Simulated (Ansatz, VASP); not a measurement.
Hf in VASP and in Ansatz

```xyz
1
Lattice="-1.6967 1.8050 1.8050 1.6967 -1.8050 1.8050 1.6967 1.8050 -1.8050" Properties=species:S:1:pos:R:3 pbc="T T T"
Hf    0.0000    0.0000    0.0000
```

Change from the starting cell: strain -0.0600 x Voigt [1, 0, 0, 0, 0, 0], atoms carried along.

Alike in both runs: task single point; functional r2SCAN; k mesh 18 × 18 × 18; occupations gaussian, width 0.15 eV; no spin polarisation.

|  | VASP | Ansatz |
| --- | --- | --- |
| version | VASP 6.6.1 | Ansatz 0.2.0 |
| potentials or method | VASP PAW PBE potentials, release 64 (Hf_pv), cutoff 520 eV | scalar-relativistic, plane waves, PAW |
| valence electrons in the cell | 10 | 26 |

Ansatz gave:

| Quantity | Value |
| --- | --- |
| gap on the k mesh at the Fermi level (eV) | none |
| pressure (GPa) | 0.5 |
| traceless stress, the component that is largest in VASP (GPa) | -2.51 |

**Question.** Which values does VASP return?

**Answer.** gap on the k mesh at the Fermi level (eV): none; pressure (GPa): 0.0; traceless stress, the component that is largest in VASP (GPa): -2.51.

VASP's potentials were made for PBE, not for r2SCAN. A gap of «none» marks a metal or a gap that the smearing closes. VASP's potentials hold 10 valence electrons a cell and Ansatz's 26, so a difference there can come from the potentials and not from the codes.

Spin-orbit coupling is off throughout.
